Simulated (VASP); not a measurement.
# B (C2/c) in VASP: relaxation of cell and atoms with PBE

Aim: the relaxation of cell and atoms of B with PBE.

All numbers are computed with VASP 6.6.1; they aren't measurements. Logs are shortened: lines on timing, memory, paths and dates and some standing lists are left out, and cuts for length are marked.

## (1) The cell of the first run

It takes space group C2/c (No. 15, monoclinic). Conventional cell: a = 4.826 Å, b = 3.228 Å, c = 5.858 Å, α = 90.00°, β = 113.25°, γ = 90.00°. B (site symmetry 1) has 6 B at 1.73 to 1.93 Å within 2.3 Å. B (site symmetry 2) has 6 B at 1.73 to 1.93 Å within 2.3 Å.

## (2) Relaxation of cell and atoms, PBE

File INCAR:

```
PREC     = Accurate       # precision mode
ENCUT    = 600            # plane-wave cutoff, eV
EDIFF    = 1E-6           # SCF threshold, eV
ISMEAR   = 0              # smearing method
SIGMA    = 0.1            # smearing width, eV
LREAL    = F              # projectors in reciprocal space
LASPH    = T              # aspherical terms in the spheres
NELM     = 100            # most SCF steps
ALGO     = Normal         # electronic algorithm
ISIF     = 3              # what is computed and relaxed
LWAVE    = F              # write WAVECAR
LCHARG   = F              # write CHGCAR
GGA      = PE             # functional
IBRION   = 2              # ionic algorithm
NSW      = 100            # ionic steps
EDIFFG   = -0.01          # ionic threshold
```

File KPOINTS:

```
Automatic mesh
0
Gamma
  14 14 8
```

File POSCAR:

```
B
1.0
    2.4129201053     -1.6141602160      0.0000000000
    2.4129201053      1.6141602160      0.0000000000
   -2.3120792085      0.0000000000      5.3827695520
B
6
Direct
    0.7036614673      0.6800000986      0.0379361400
    0.2963385327      0.3199999014      0.9620638600
    0.2901968561      0.7098031439      0.7500000000
    0.6800000986      0.7036614673      0.5379361400
    0.3199999014      0.2963385327      0.4620638600
    0.7098031439      0.2901968561      0.2500000000
```

Potentials or basis: VASP PAW PBE potentials, release 64 (B).

Command:

```console
> cat potpaw_PBE.64/B/POTCAR > POTCAR
> mpirun -np 1 vasp_std > vasp.out
```

OUTCAR:

```text
PREC = Accurate
   ENCUT = 600
   EDIFF = 1E-6
   ISMEAR = 0
   LREAL = F
   LASPH = T
   NELM = 100
   ISIF = 3
   GGA = PE
   IBRION = 2
   NSW = 100
   EDIFFG = -0.01

 ion  position               nearest neighbor table
   1  0.704  0.680  0.038-   3 1.73   2 1.73   2 1.75   6 1.80   2 1.89   6 1.93
   2  0.296  0.320  0.962-   6 1.73   1 1.73   1 1.75   3 1.80   1 1.89   3 1.93
   3  0.290  0.710  0.750-   1 1.73   5 1.73   2 1.80   4 1.80   2 1.93   4 1.93
   4  0.680  0.704  0.538-   6 1.73   5 1.73   5 1.75   3 1.80   5 1.89   3 1.93
   5  0.320  0.296  0.462-   3 1.73   4 1.73   4 1.75   6 1.80   4 1.89   6 1.93
   6  0.710  0.290  0.250-   2 1.73   4 1.73   5 1.80   1 1.80   5 1.93   1 1.93

  LATTYP: Found a base centered monoclinic cell.
 ALAT       =     4.8258402106
 B/A-ratio  =     0.6689654632
 C/A-ratio  =     1.2139482824
 COS(beta)  =    -0.3946658832

  Lattice vectors:

 A1 = (   2.4129201053,  -1.6141602160,   0.0000000000)
 A2 = (   2.4129201053,   1.6141602160,   0.0000000000)
 A3 = (  -2.3120792085,   0.0000000000,   5.3827695520)

Analysis of symmetry for initial positions (statically):
=====================================================================
 Subroutine PRICEL returns:
 Original cell was already a primitive cell.

 Routine SETGRP: Setting up the symmetry group for a
 base centered monoclinic supercell.

 Subroutine GETGRP returns: Found  4 space group operations
 (whereof  2 operations were pure point group operations)
 out of a pool of  4 trial point group operations.

The static configuration has the point symmetry S_2 .
 The point group associated with its full space group is C_2h.

Analysis of symmetry for dynamics (positions and initial velocities):
=====================================================================
 Subroutine PRICEL returns:
 Original cell was already a primitive cell.

 Routine SETGRP: Setting up the symmetry group for a
 base centered monoclinic supercell.

 Subroutine GETGRP returns: Found  4 space group operations
 (whereof  2 operations were pure point group operations)
 out of a pool of  4 trial point group operations.

The dynamic configuration has the point symmetry S_2 .
 The point group associated with its full space group is C_2h.

 Subroutine INISYM returns: Found  4 space group operations
 (whereof  2 operations are pure point group operations),
 and found     1 'primitive' translations

----------------------------------------------------------------------------------------

                                     Primitive cell

  volume of cell :      41.9300

  direct lattice vectors                    reciprocal lattice vectors
     2.412920105 -1.614160216  0.000000000     0.207217802 -0.309758595  0.089006963
     2.412920105  1.614160216  0.000000000     0.207217802  0.309758595  0.089006963
    -2.312079209  0.000000000  5.382769552     0.000000000  0.000000000  0.185777970

  length of vectors
     2.903049541  2.903049541  5.858320435     0.383160337  0.383160337  0.185777970

  position of ions in fractional coordinates (direct lattice)
     0.703661467  0.680000099  0.037936140
     0.296338533  0.319999901  0.962063860
     0.290196856  0.709803144  0.750000000
     0.680000099  0.703661467  0.537936140
     0.319999901  0.296338533  0.462063860
     0.709803144  0.290196856  0.250000000

  ion indices of the primitive-cell ions
   primitive index   ion index
                 1           1
                 2           2
                 3           3
                 4           4
                 5           5
                 6           6

----------------------------------------------------------------------------------------

 KPOINTS: Automatic mesh

Automatic generation of k-mesh.
 Grid dimensions read from file:
 generate k-points for:   14   14    8

 Generating k-lattice:

  Cartesian coordinates                     Fractional coordinates (reciprocal lattice)
     0.014801272 -0.022125614  0.006357640     0.071428571  0.000000000  0.000000000
     0.014801272  0.022125614  0.006357640     0.000000000  0.071428571  0.000000000
     0.000000000  0.000000000  0.023222246     0.000000000  0.000000000  0.125000000

  Length of vectors
     0.027368595  0.027368595  0.023222246

  Shift w.r.t. Gamma in fractional coordinates (k-lattice)
     0.000000000  0.000000000  0.000000000

 Subroutine IBZKPT returns following result:
 ===========================================

 Found    429 irreducible k-points:

 Following reciprocal coordinates:
            Coordinates               Weight
  0.000000  0.000000  0.000000      1.000000
  0.071429  0.000000  0.000000      4.000000
  0.142857 -0.000000  0.000000      4.000000
  0.214286  0.000000 -0.000000      4.000000
  0.285714 -0.000000  0.000000      4.000000
  0.357143 -0.000000 -0.000000      4.000000
[... 16 lines left out ...]
  0.214286  0.142857 -0.000000      4.000000
  0.285714  0.142857 -0.000000      4.000000
 [... further k-points ...]
   k-points           NKPTS =    429   k-points in BZ     NKDIM =    429   number of bands    NBANDS=     13
   number of dos      NEDOS =    301   number of ions     NIONS =      6
   total plane-waves  NPLWV =  27648
   dimension x,y,z NGX =    24 NGY =   24 NGZ =   48
   dimension x,y,z NGXF=    48 NGYF=   48 NGZF=   96
   ions per type =               6
   NGX,Y,Z   is equivalent  to a cutoff of  13.74, 13.74, 13.62 a.u.
   NGXF,Y,Z  is equivalent  to a cutoff of  27.49, 27.49, 27.24 a.u.
 SYSTEM =  unknown system
   PREC   = accura    normal or accurate (medium, high low for compatibility)
   ISTART =      0    job   : 0-new  1-cont  2-samecut
   ICHARG =      2    charge: 1-file 2-atom 10-const
   ISPIN  =      1    spin polarized calculation?
   LNONCOLLINEAR =      F non collinear calculations
   LSORBIT =      F    spin-orbit coupling
   LASPH  =      T    aspherical Exc in radial PAW
   ENCUT  =  600.0 eV  44.10 Ry    6.64 a.u.   5.80  5.80 11.70*2*pi/ulx,y,z
   NELM   =    100;   NELMIN=  2; NELMDL= -5     # of ELM steps
   EDIFF  = 0.1E-05   stopping-criterion for ELM
   LREAL  =      F    real-space projection
   EDIFFG = -.1E-01   stopping-criterion for IOM
   NSW    =    100    number of steps for IOM
   IBRION =      2    ionic relax: 0-MD 1-quasi-New 2-CG
   NFREE  =      1    steps in history (QN), initial steepest desc. (CG)
   ISIF   =      3    stress and relaxation
   ISYM   =      2    0-nonsym 1-usesym 2-fastsym
   POTIM  = 0.5000    time-step for ionic-motion
   TEBEG  =    0.0;   TEEND  =   0.0 temperature during run
   PSTRESS=    0.0 pullay stress
   NELECT =      18.0000    total number of electrons
   NUPDOWN=      -1.0000    fix difference up-down
   EMIN   =  10.00;   EMAX   =-10.00  energy-range for DOS
   EFERMI =   0.00;   METHOD = LEGACY
   ISMEAR =     0;   SIGMA  =   0.10  broadening in eV -4-tet -1-fermi 0-gaus
   EFERMI_NEDOS =   21; number of points for ismear=-14 and -15
   IALGO  =     38    algorithm
   IMIX   =      4    mixing-type and parameters
     AMIX     =   0.40;   BMIX     =  1.00
     AMIX_MAG =   1.60;   BMIX_MAG =  1.00
  volume/ion in A,a.u.               =       6.99        47.16
  Fermi-wavevector in a.u.,A,eV,Ry     =   1.234972  2.333759 20.751015  1.525157
  Thomas-Fermi vector in A             =   2.369641
   LORBIT       =      0    0 simple, 1 ext, 2 COOP (PROOUT), +10 PAW based schemes
   GGA     = PE    functional components
   LHFCALC =     F    Hartree Fock is set to
   AEXX    =    0.0000 exact exchange contribution
   IVDW    =     0    specifies the selected vdW correction
   LEPSILON=     F    determine dielectric tensor
   LRPA    =     F    only Hartree local field effects (RPA)
 conjugate gradient relaxation of ions
 non-spin polarized calculation
 Gauss-broadening in eV      SIGMA  =   0.10
  energy-cutoff  :      600.00
  volume of cell :       41.93
 maximum number of plane-waves:      1423
   NGX = 11   NGY = 11   NGZ = 23

--------------------------------------- Ionic step        1  -------------------------------------------

 number of electron      18.0000000 magnetization

 Free energy of the ion-electron system (eV)
  ---------------------------------------------------
  ext. energy  EPLUGINS =         0.00000000
  ---------------------------------------------------
  free energy    TOTEN  =       -38.54648477 eV

  energy without entropy =      -38.54264724  energy(sigma->0) =      -38.54456601

------------------------ aborting loop because EDIFF is reached ----------------------------------------

  FORCE on cell =-STRESS in cart. coord.  units (eV):
  Direction    XX          YY          ZZ          XY          YZ          ZX
  --------------------------------------------------------------------------------------
  -------------------------------------------------------------------------------------
  Total        0.1608290      0.0056842     -0.1984351      0.0000000      0.0000000     -0.1506092
  in kB        6.1453902      0.2171992     -7.5823476      0.0000000      0.0000000     -5.7548877
  external PRESSURE =      -0.4065860 kB  Pullay stress =       0.0000000 kB
[... 145 lines left out ...]
  energy  without entropy=      -38.5430302704  energy(sigma->0) =      -38.54497923

--------------------------------------- Ionic step        5  -------------------------------------------

 number of electron      18.0000000 magnetization

 Free energy of the ion-electron system (eV)
  ---------------------------------------------------
  ext. energy  EPLUGINS =         0.00000000
  ---------------------------------------------------
  free energy    TOTEN  =       -38.54692883 eV

  energy without entropy =      -38.54303295  energy(sigma->0) =      -38.54498089

 E-fermi :   6.1728     XC(G=0): -11.9337

 val. band max:        6.1688505834   @ k =  -0.2857   0.1429   0.1250
 cond. band min:       6.1735879735   @ k =   0.2143   0.0714   0.3750
 fundamental gap:      0.0047373901
 Fermi energy:         6.1728062658

 k-point     1 :       0.0000    0.0000    0.0000
  band No.  band energies     occupation
      1      -9.1835      2.00000
      2      -5.8990      2.00000
      3      -4.4743      2.00000
      4       3.3146      2.00000
      5       4.0331      2.00000
      6       4.7386      2.00000
      7       6.0280      1.95941
      8       6.2068      0.63092
      9       7.3895      0.00000
     10       8.2076      0.00000
     11       9.9275      0.00000
     12      12.1640      0.00000
     13      12.2920      0.00000
[... 353 lines left out ...]
 k-point    24 :       0.2857    0.1429   -0.0000
  band No.  band energies     occupation
      1      -7.9004      2.00000
      2      -5.6904      2.00000
      3      -2.3188      2.00000
      4       0.5250      2.00000
      5       1.8296      2.00000
      6       2.5909      2.00000
      7       3.7778      2.00000
      8       4.7186      2.00000
      9       6.4384      0.00017
     10       7.4699      0.00000
     11       9.5028      0.00000
     12      11.7599      0.00000
     13      12.5307      0.00000

 [... further k-points ...]

------------------------ aborting loop because EDIFF is reached ----------------------------------------

  FORCE on cell =-STRESS in cart. coord.  units (eV):
  Direction    XX          YY          ZZ          XY          YZ          ZX
  --------------------------------------------------------------------------------------
  -------------------------------------------------------------------------------------
  Total       -0.0198027     -0.0111385     -0.0058434      0.0000000      0.0000000     -0.0075514
  in kB       -0.7563015     -0.4253996     -0.2231684      0.0000000      0.0000000     -0.2884012
  external PRESSURE =      -0.4682898 kB  Pullay stress =       0.0000000 kB
[... 21 lines left out ...]
  FREE ENERGIE OF THE ION-ELECTRON SYSTEM (eV)
  ---------------------------------------------------
  free  energy   TOTEN  =       -38.5469288252 eV

  energy  without entropy=      -38.5430329495  energy(sigma->0) =      -38.54498089

 reached required accuracy - stopping structural energy minimisation
```

Run time: 2.9 min. Hardware: 1 thread of Intel Xeon 6975P-C (Granite Rapids), shared host; peak memory 0.33 GiB.

Results:

- Free energy: -38.5469 eV
- Relaxed volume: 6.99 Å³/atom
- Relaxed cell: a = 2.906 Å, b = 2.906 Å, c = 5.860 Å, α = 109.30°, β = 109.30°, γ = 67.48°
- Space group after relaxing (to 0.1 Å): C2/c (No. 15)
- Energy gained by relaxing: 0.1 meV/atom
- Ionic steps: 5
- Pressure after relaxing: 0.0 GPa
- Largest force after relaxing: 0.010 eV/Å
- Band gap on the k mesh: zero (bands 9 and 10 overlap by 4.20 eV)

Forces in eV/Å, atoms in the order of the input:
```
B   -0.009 -0.002 -0.001
B    0.009  0.002  0.001
B    0.000  0.003  0.000
B   -0.009  0.002 -0.001
B    0.009 -0.002  0.001
B    0.000 -0.003  0.000
```

The path:
```csv
step,energy change (eV),largest force (eV/Å),pressure (GPa),volume (Å³)
1,0.0000,0.0141,-0.04,41.93
2,-0.0004,0.0194,0.17,41.92
3,-0.0004,0.0157,0.13,41.92
4,-0.0004,0.0105,-0.06,41.95
5,-0.0004,0.0096,-0.05,41.95
```

Final structure:
```cif
data_structure
_symmetry_space_group_name_H-M 'P 1'
_symmetry_Int_Tables_number 1
_cell_length_a 2.9061
_cell_length_b 2.9061
_cell_length_c 5.8603
_cell_angle_alpha 109.301
_cell_angle_beta 109.301
_cell_angle_gamma 67.480
_cell_volume 41.95
loop_
_atom_site_label
_atom_site_type_symbol
_atom_site_fract_x
_atom_site_fract_y
_atom_site_fract_z
_atom_site_occupancy
B1 B 0.70373 0.68010 0.03809 1
B2 B 0.29627 0.31990 0.96191 1
B3 B 0.28980 0.71020 0.75000 1
B4 B 0.68010 0.70373 0.53809 1
B5 B 0.31990 0.29627 0.46191 1
B6 B 0.71020 0.28980 0.25000 1
```
